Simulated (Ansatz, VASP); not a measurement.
**One calculation of Fe, two programs**

The input INCAR:

```
SYSTEM = Fe
PREC = Accurate
ENCUT = 520
EDIFF = 1E-6
ISMEAR = 0
SIGMA = 0.05
LREAL = .False.
LASPH = .True.
NELM = 150
ALGO = Normal
ISIF = 2
LWAVE = .False.
LCHARG = .True.
ISPIN = 2
MAGMOM = 2.28
LORBIT = 11
LMAXMIX = 4
GGA = PS
LELF = .True.
LVHAR = .True.
NBANDS = 14
```

The input KPOINTS:

```
regular mesh
0
Gamma
  22 22 22
  0 0 0
```

The input POSCAR:

```
Fe
1.0
   -1.3566697307      1.3566697307      1.3566697307
    1.3566697307     -1.3566697307      1.3566697307
    1.3566697307      1.3566697307     -1.3566697307
Fe
1
Direct
    0.0000000000      0.0000000000      0.0000000000
```

Input for Ansatz:

```yaml
crystal:
  lattice:
    - [-1.3566697307, 1.3566697307, 1.3566697307]
    - [1.3566697307, -1.3566697307, 1.3566697307]
    - [1.3566697307, 1.3566697307, -1.3566697307]
  atoms:
    - { symbol: Fe, position: [0.0, 0.0, 0.0], spin: 2.28 }
basis:
  ecutwfc: 420
  ecutrho_ratio: 4
kpoints:
  mp_grid: { grid: [22, 22, 22] }
hamiltonian:
  xc: pbesol
scf:
  occupations: { method: gaussian, width: 0.05 }
output:
  forces: true
  stress: true
  eigenvalues: true
  populations: true
magnetization:
  spin_polarized: true
```

Alike in both runs: task single point; functional PBEsol; k mesh 22 × 22 × 22; occupations gaussian, width 0.05 eV; collinear spin.

```csv
,VASP,Ansatz
version,VASP 6.6.1,Ansatz 0.2.0
potentials or method,"VASP PAW PBE potentials, release 64 (Fe), cutoff 520 eV","scalar-relativistic, plane waves, PAW"
valence electrons in the cell,8,16
```

```tsv
	VASP	Ansatz	Ansatz less VASP
gap on the k mesh at the Fermi level (eV)	none	none	-
pressure (GPa)	21.1	21.4	+0.29
net moment per atom (μB)	1.95	1.95	-0.005
size of the moment on the site where the two differ most (μB)	1.92	1.96	+0.038
```

VASP's potentials were made for PBE, not for PBEsol. Site moments also hang on the region over which each program counts them. A gap of «none» marks a metal or a gap that the smearing closes. With one functional, cell and mesh, what is left measures potentials, basis and numerics. VASP's potentials hold 8 valence electrons a cell and Ansatz's 16, so a difference there can come from the potentials and not from the codes.
